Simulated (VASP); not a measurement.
# CuSi16 (a cell with a defect) in VASP: further runs

CuSi16 (a cell with a defect) is run at these levels: PBE; tasks: single point.

Program: VASP 6.6.1. These are calculated values, not measurements. Logs are shortened: lines on timing, memory, paths and dates and some standing lists are left out, and cuts for length are marked.

**1. The cell of the first run**

The cell holds a defect, 17 atoms: a = 7.679 Å, b = 7.679 Å, c = 7.679 Å, α = 60.00°, β = 60.00°, γ = 60.00°.

**2. Single point, PBE**

INCAR reads:

```
PREC = Accurate
ENCUT = 520
EDIFF = 1E-6
ISMEAR = 0
SIGMA = 0.05
LREAL = Auto
LASPH = T
NELM = 100
ALGO = Normal
ISIF = 2
LWAVE = F
LCHARG = F
GGA = PE
NELECT = 74.0
NBANDS = 52
```

KPOINTS reads:

```
regular mesh
0
Gamma
  2 2 2
```

POSCAR reads:

```
CuSi16
1.0
    0.0000000000      5.4300000000      5.4300000000
    5.4300000000      0.0000000000      5.4300000000
    5.4300000000      5.4300000000      0.0000000000
Si Cu
16 1
Direct
    0.0035009208     -0.0086427256      0.0005587477
    0.1232379374      0.1201121547      0.1266360958
   -0.0045388582     -0.0101191529      0.5057637201
    0.1190546041      0.1173945672      0.6277833333
   -0.0114771639      0.5095966851     -0.0023508287
    0.1217375691      0.6168895028      0.1292918969
   -0.0067790976      0.4911174033      0.5014560773
    0.1161248619      0.6151517495      0.6258983425
    0.4910093923      0.0314922652      0.0027447514
    0.6288985267      0.1284860037      0.1381338858
    0.4918938306     -0.0086343462      0.5129395028
    0.6163457643      0.1197485267      0.6349196133
    0.4944179558      0.5103697053      0.0034686004
    0.6070068140      0.6600819521      0.1171609576
    0.4878560773      0.5096448435      0.4990542357
    0.6210420810      0.6168634438      0.6307905157
    0.7488260589      0.2895625230      0.2606553407
```

Potentials or basis: VASP PAW PBE potentials, release 64 (Si, Cu).

Run with:

```sh
cat potpaw_PBE.64/Si/POTCAR potpaw_PBE.64/Cu/POTCAR > POTCAR
mpirun -np 1 vasp_std > vasp.out
```

OUTCAR:

```text
PREC = Accurate
   ENCUT = 520
   EDIFF = 1E-6
   ISMEAR = 0
   LREAL = Auto
   LASPH = T
   NELM = 100
   ISIF = 2
   GGA = PE
   NELECT = 74.0

 ion  position               nearest neighbor table
   1  0.004  0.991  0.001-   4 2.34   6 2.35   2 2.35  10 2.35
   2  0.123  0.120  0.127-   9 2.32   1 2.35   3 2.38  17 2.38   5 2.44
   3  0.995  0.990  0.506-   4 2.34   8 2.35   2 2.38  12 2.38  17 2.70
   4  0.119  0.117  0.628-   1 2.34  11 2.34   3 2.34   7 2.34
   5  0.989  0.510  0.998-   8 2.33   6 2.34  14 2.40   2 2.44  17 2.51
   6  0.122  0.617  0.129-   7 2.33   5 2.34  13 2.34   1 2.35
   7  0.993  0.491  0.501-   8 2.33   6 2.33  16 2.33   4 2.34
   8  0.116  0.615  0.626-   7 2.33   5 2.33  15 2.33   3 2.35
   9  0.491  0.031  0.003-   2 2.32  12 2.32  10 2.33  14 2.33
  10  0.629  0.128  0.138-   9 2.33   1 2.35  11 2.36  13 2.40  17 2.54
  11  0.492  0.991  0.513-   4 2.34  16 2.35  12 2.35  10 2.36
  12  0.616  0.120  0.635-   9 2.32  11 2.35  17 2.38   3 2.38  15 2.45
  13  0.494  0.510  0.003-  16 2.34   6 2.34  14 2.36  10 2.40  17 2.79
  14  0.607  0.660  0.117-   9 2.33  17 2.34  13 2.36   5 2.40  15 2.40
  15  0.488  0.510  0.499-   8 2.33  16 2.34  14 2.40  12 2.45  17 2.50
  16  0.621  0.617  0.631-   7 2.33  15 2.34  13 2.34  11 2.35
  17  0.749  0.290  0.261-  14 2.34  12 2.38   2 2.38  15 2.50   5 2.51  10 2.54   3 2.70  13 2.79

  LATTYP: Found a face centered cubic cell.
 ALAT       =    10.8600000000

  Lattice vectors:

 A1 = (   0.0000000000,   5.4300000000,   5.4300000000)
 A2 = (   5.4300000000,   0.0000000000,   5.4300000000)
 A3 = (   5.4300000000,   5.4300000000,   0.0000000000)

Analysis of symmetry for initial positions (statically):
=====================================================================
 Subroutine PRICEL returns:
 Original cell was already a primitive cell.

 Routine SETGRP: Setting up the symmetry group for a
 face centered cubic supercell.

 Subroutine GETGRP returns: Found  1 space group operations
 (whereof  1 operations were pure point group operations)
 out of a pool of 48 trial point group operations.

The static configuration has the point symmetry C_1 .

Analysis of symmetry for dynamics (positions and initial velocities):
=====================================================================
 Subroutine PRICEL returns:
 Original cell was already a primitive cell.

 Routine SETGRP: Setting up the symmetry group for a
 face centered cubic supercell.

 Subroutine GETGRP returns: Found  1 space group operations
 (whereof  1 operations were pure point group operations)
 out of a pool of 48 trial point group operations.

The dynamic configuration has the point symmetry C_1 .

 Subroutine INISYM returns: Found  1 space group operations
 (whereof  1 operations are pure point group operations),
 and found     1 'primitive' translations

----------------------------------------------------------------------------------------

                                     Primitive cell

  volume of cell :     320.2060

  direct lattice vectors                    reciprocal lattice vectors
     0.000000000  5.430000000  5.430000000    -0.092081031  0.092081031  0.092081031
     5.430000000  0.000000000  5.430000000     0.092081031 -0.092081031  0.092081031
     5.430000000  5.430000000  0.000000000     0.092081031  0.092081031 -0.092081031

  length of vectors
     7.679179644  7.679179644  7.679179644     0.159489025  0.159489025  0.159489025

  position of ions in fractional coordinates (direct lattice)
     0.003500921  0.991357274  0.000558748
     0.123237937  0.120112155  0.126636096
     0.995461142  0.989880847  0.505763720
     0.119054604  0.117394567  0.627783333
     0.988522836  0.509596685  0.997649171
     0.121737569  0.616889503  0.129291897
[... 9 lines left out ...]
     0.621042081  0.616863444  0.630790516
     0.748826059  0.289562523  0.260655341

  ion indices of the primitive-cell ions
   primitive index   ion index
                 1           1
                 2           2
                 3           3
                 4           4
                 5           5
                 6           6
[... 9 lines left out ...]
                16          16
                17          17

----------------------------------------------------------------------------------------

 KPOINTS: regular mesh

Automatic generation of k-mesh.
 Grid dimensions read from file:
 generate k-points for:    2    2    2

 Generating k-lattice:

  Cartesian coordinates                     Fractional coordinates (reciprocal lattice)
    -0.046040516  0.046040516  0.046040516     0.500000000  0.000000000  0.000000000
     0.046040516 -0.046040516  0.046040516     0.000000000  0.500000000  0.000000000
     0.046040516  0.046040516 -0.046040516     0.000000000  0.000000000  0.500000000

  Length of vectors
     0.079744512  0.079744512  0.079744512

  Shift w.r.t. Gamma in fractional coordinates (k-lattice)
     0.000000000  0.000000000  0.000000000

 Subroutine IBZKPT returns following result:
 ===========================================

 Found      8 irreducible k-points:

 Following reciprocal coordinates:
            Coordinates               Weight
  0.000000  0.000000  0.000000      1.000000
  0.500000  0.000000  0.000000      1.000000
  0.000000  0.500000  0.000000      1.000000
  0.000000  0.000000  0.500000      1.000000
  0.500000  0.500000  0.500000      1.000000
  0.500000  0.500000  0.000000      1.000000
  0.000000  0.500000  0.500000      1.000000
  0.500000  0.000000  0.500000      1.000000
   k-points           NKPTS =      8   k-points in BZ     NKDIM =      8   number of bands    NBANDS=     52
   number of dos      NEDOS =    301   number of ions     NIONS =     17
   total plane-waves  NPLWV = 216000
   dimension x,y,z NGX =    60 NGY =   60 NGZ =   60
   dimension x,y,z NGXF=   120 NGYF=  120 NGZF=  120
   ions per type =              16   1
   NGX,Y,Z   is equivalent  to a cutoff of  12.99, 12.99, 12.99 a.u.
   NGXF,Y,Z  is equivalent  to a cutoff of  25.98, 25.98, 25.98 a.u.
 SYSTEM =  unknown system
   PREC   = accura    normal or accurate (medium, high low for compatibility)
   ISTART =      0    job   : 0-new  1-cont  2-samecut
   ICHARG =      2    charge: 1-file 2-atom 10-const
   ISPIN  =      1    spin polarized calculation?
   LNONCOLLINEAR =      F non collinear calculations
   LSORBIT =      F    spin-orbit coupling
   LASPH  =      T    aspherical Exc in radial PAW
   ENCUT  =  520.0 eV  38.22 Ry    6.18 a.u.  14.28 14.28 14.28*2*pi/ulx,y,z
   NELM   =    100;   NELMIN=  2; NELMDL= -5     # of ELM steps
   EDIFF  = 0.1E-05   stopping-criterion for ELM
   LREAL  =      T    real-space projection
   EDIFFG = 0.1E-04   stopping-criterion for IOM
   NSW    =      0    number of steps for IOM
   IBRION =     -1    ionic relax: 0-MD 1-quasi-New 2-CG
   NFREE  =      0    steps in history (QN), initial steepest desc. (CG)
   ISIF   =      2    stress and relaxation
   ISYM   =      2    0-nonsym 1-usesym 2-fastsym
   POTIM  = 0.5000    time-step for ionic-motion
   TEBEG  =    0.0;   TEEND  =   0.0 temperature during run
   PSTRESS=    0.0 pullay stress
   NELECT =      74.0000    total number of electrons
   NUPDOWN=      -1.0000    fix difference up-down
   EMIN   =  10.00;   EMAX   =-10.00  energy-range for DOS
   EFERMI =   0.00;   METHOD = LEGACY
   ISMEAR =     0;   SIGMA  =   0.05  broadening in eV -4-tet -1-fermi 0-gaus
   EFERMI_NEDOS =   21; number of points for ismear=-14 and -15
   IALGO  =     38    algorithm
   IMIX   =      4    mixing-type and parameters
     AMIX     =   0.40;   BMIX     =  1.00
     AMIX_MAG =   1.60;   BMIX_MAG =  1.00
  volume/ion in A,a.u.               =      18.84       127.11
  Fermi-wavevector in a.u.,A,eV,Ry     =   1.004636  1.898488 13.732283  1.009294
  Thomas-Fermi vector in A             =   2.137265
   LORBIT       =      0    0 simple, 1 ext, 2 COOP (PROOUT), +10 PAW based schemes
   GGA     = PE    functional components
   LHFCALC =     F    Hartree Fock is set to
   AEXX    =    0.0000 exact exchange contribution
   IVDW    =     0    specifies the selected vdW correction
   LEPSILON=     F    determine dielectric tensor
   LRPA    =     F    only Hartree local field effects (RPA)
 non-spin polarized calculation
 Gauss-broadening in eV      SIGMA  =   0.05
  energy-cutoff  :      520.00
  volume of cell :      320.21
 maximum number of plane-waves:      8646
 NGX is ok and might be reduce to    60
   NGX = 29   NGY = 29   NGZ = 29

 number of electron      74.0000000 magnetization

 Free energy of the ion-electron system (eV)
  ---------------------------------------------------
  ext. energy  EPLUGINS =         0.00000000
  ---------------------------------------------------
  free energy    TOTEN  =       -94.21830559 eV

  energy without entropy =      -94.21829656  energy(sigma->0) =      -94.21830108

 E-fermi :   6.3876     XC(G=0):  -9.6082

 val. band max:        6.2585234054   @ k =   0.0000   0.0000   0.0000
 cond. band min:       6.5166112574   @ k =   0.0000   0.0000   0.0000
 fundamental gap:      0.2580878521
 Fermi energy:         6.3875674726

 k-point     1 :       0.0000    0.0000    0.0000
  band No.  band energies     occupation
      1      -5.8952      2.00000
      2      -3.5388      2.00000
      3      -3.5144      2.00000
      4      -3.4809      2.00000
      5      -3.4670      2.00000
      6      -2.0356      2.00000
[... 41 lines left out ...]
     48       8.4625      0.00000
     49       8.6587      0.00000

 k-point     2 :       0.5000    0.0000    0.0000
  band No.  band energies     occupation
      1      -5.2134      2.00000
      2      -4.9487      2.00000
      3      -3.3006      2.00000
      4      -3.2663      2.00000
      5      -3.1604      2.00000
      6      -3.0374      2.00000
[... 304 lines left out ...]
 k-point     8 :       0.5000    0.0000    0.5000
  band No.  band energies     occupation
      1      -4.9270      2.00000
      2      -4.7289      2.00000
      3      -3.8736      2.00000
      4      -3.7705      2.00000
      5      -3.7563      2.00000
      6      -3.7322      2.00000
[... 41 lines left out ...]
     48      10.4880      0.00000
     49      10.5286      0.00000
 [bands above 49 left out]

------------------------ aborting loop because EDIFF is reached ----------------------------------------

  FORCE on cell =-STRESS in cart. coord.  units (eV):
  Direction    XX          YY          ZZ          XY          YZ          ZX
  --------------------------------------------------------------------------------------
  -------------------------------------------------------------------------------------
  Total       -1.4616682     -2.1173568     -1.5089966     -0.1392234     -0.1840233     -0.4150675
  in kB       -7.3135780    -10.5943703     -7.5503898     -0.6966161     -0.9207759     -2.0768245
  external PRESSURE =      -8.4861127 kB  Pullay stress =       0.0000000 kB

 VOLUME and BASIS-vectors are now :
 -----------------------------------------------------------------------------
  energy-cutoff  :      520.00
  volume of cell :      320.21
      direct lattice vectors                 reciprocal lattice vectors
     0.000000000  5.430000000  5.430000000    -0.092081031  0.092081031  0.092081031
     5.430000000  0.000000000  5.430000000     0.092081031 -0.092081031  0.092081031
     5.430000000  5.430000000  0.000000000     0.092081031  0.092081031 -0.092081031

 POSITION                                       TOTAL-FORCE (eV/Angst)
 -----------------------------------------------------------------------------------
      5.38610      0.02204      5.40208         0.001963     -0.005684      0.000613
      1.33984      1.35682      1.32139        -0.007414      0.010648      0.014915
      8.12135      8.15165     10.78041         0.006787      0.000594     -0.001071
      4.04632      4.05533      1.28392        -0.006022     -0.002547      0.000283
      8.18435     10.78491      8.13479        -0.011380      0.010919      0.001082
      4.05177      1.36309      4.01075         0.006878     -0.002650      0.007893
[... 9 lines left out ...]
      6.77476      6.79745      6.72183         0.006147     -0.009502      0.004235
      2.98768      5.48148      5.63845        -0.017083      0.012532     -0.015370
 -----------------------------------------------------------------------------------
    total drift:                               -0.002952      0.001914     -0.001848

  FREE ENERGIE OF THE ION-ELECTRON SYSTEM (eV)
  ---------------------------------------------------
  free  energy   TOTEN  =       -94.2183055896 eV

  energy  without entropy=      -94.2182965627  energy(sigma->0) =      -94.21830108
```

Wall time 13 min (1 thread of Intel Xeon 8259CL, shared host); peak memory 0.5 GiB.

What came out:

```yaml
Free_energy: -94.2183 eV
Largest_force: 0.026 eV/Å
```

Forces on the atoms (eV/Å):
```
Si   0.002 -0.006  0.001
Si  -0.007  0.011  0.015
Si   0.007  0.001 -0.001
Si  -0.006 -0.003  0.000
Si  -0.011  0.011  0.001
Si   0.007 -0.003  0.008
Si  -0.002 -0.003 -0.013
Si   0.001 -0.013  0.008
Si  -0.005  0.009  0.006
Si   0.001  0.001 -0.003
Si   0.009 -0.002 -0.002
Si   0.007 -0.002  0.002
Si  -0.008 -0.005 -0.010
Si   0.017 -0.013  0.014
Si   0.000  0.014 -0.014
Si   0.006 -0.010  0.004
Cu  -0.017  0.013 -0.015
```

Levels at points of the mesh, in eV from the Fermi level:
| k point | band 33 | band 34 | band 35 | band 36 | band 37 | band 38 | band 39 | band 40 | band 41 | band 42 |
| --- | --- | --- | --- | --- | --- | --- | --- | --- | --- | --- |
| (0.00, 0.00, 0.00) | -0.97 | -0.90 | -0.63 | -0.20 | -0.13 | 0.13 | 0.53 | 0.60 | 0.62 | 0.66 |
| (0.50, 0.00, 0.00) | -1.98 | -0.91 | -0.84 | -0.82 | -0.70 | 0.57 | 1.12 | 1.29 | 1.31 | 1.45 |
| (0.00, 0.50, 0.00) | -2.01 | -0.94 | -0.89 | -0.77 | -0.76 | 0.46 | 1.22 | 1.32 | 1.34 | 1.42 |
| (0.00, 0.00, 0.50) | -1.98 | -0.91 | -0.84 | -0.82 | -0.71 | 0.57 | 1.12 | 1.30 | 1.32 | 1.45 |
| (0.50, 0.50, 0.50) | -2.04 | -0.89 | -0.87 | -0.71 | -0.55 | 0.55 | 1.04 | 1.31 | 1.36 | 1.53 |
| (0.50, 0.50, 0.00) | -1.81 | -1.53 | -1.43 | -1.41 | -0.98 | 0.66 | 1.05 | 2.01 | 2.08 | 2.13 |
| (0.00, 0.50, 0.50) | -1.81 | -1.53 | -1.43 | -1.41 | -0.98 | 0.66 | 1.05 | 2.00 | 2.08 | 2.13 |
| (0.50, 0.00, 0.50) | -1.87 | -1.49 | -1.48 | -1.40 | -1.03 | 0.68 | 1.04 | 2.01 | 2.06 | 2.16 |

Caveat: the k points lie up to 0.50 Å⁻¹ apart; the cell carries a net charge on a neutralising background, which shifts energy and pressure; the cell is charged against a uniform background, so pressure and absolute levels hang on convention.

(Part 1 of 2 ends here.)
